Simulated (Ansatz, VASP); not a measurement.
## CdS in VASP and in Ansatz

```
CELL_PARAMETERS angstrom
-2.09858 -3.63485 0.00000
2.09858 -3.63485 0.00000
0.00000 -4.24066 13.65546
ATOMIC_POSITIONS crystal
Cd 0.13827 0.13827 0.90583
Cd 0.42993 0.42993 0.40583
Cd 0.24243 0.24243 0.15583
Cd 0.95077 0.95077 0.65583
S 0.61173 0.61173 0.09417
S 0.32007 0.32007 0.59417
S 0.13257 0.13257 0.34417
S 0.84090 0.84090 0.84417
```

Alike in both runs: task single point; functional PBE; k mesh 7 × 7 × 2; occupations gaussian, width 0.05 eV; no spin polarisation.

```csv
,VASP,Ansatz
version,VASP 6.6.1,Ansatz 0.2.0
potentials or method,"VASP PAW PBE potentials, release 64 (Cd, S), cutoff 520 eV","scalar-relativistic, plane waves, PAW"
valence electrons in the cell,72,104
```

Ansatz gave:

| Item | Value |
| --- | --- |
| gap on the k mesh at the Fermi level (eV) | 0.53 |
| least direct gap on the mesh (eV) | 0.53 |
| pressure (GPa) | -0.5 |
| traceless stress, the component that is largest in VASP (GPa) | 1.09 |
| rms of the force components (eV/Å) | 0.126 |

Task: Which values does VASP return?

Result: gap on the k mesh at the Fermi level (eV): 0.53; least direct gap on the mesh (eV): 0.53; pressure (GPa): -0.2; traceless stress, the component that is largest in VASP (GPa): 1.05; rms of the force components (eV/Å): 0.129.

Atom by atom the forces differ by 0.007 eV/Å (rms over components). VASP's potentials hold 72 valence electrons a cell and Ansatz's 104, so a difference there can come from the potentials and not from the codes.
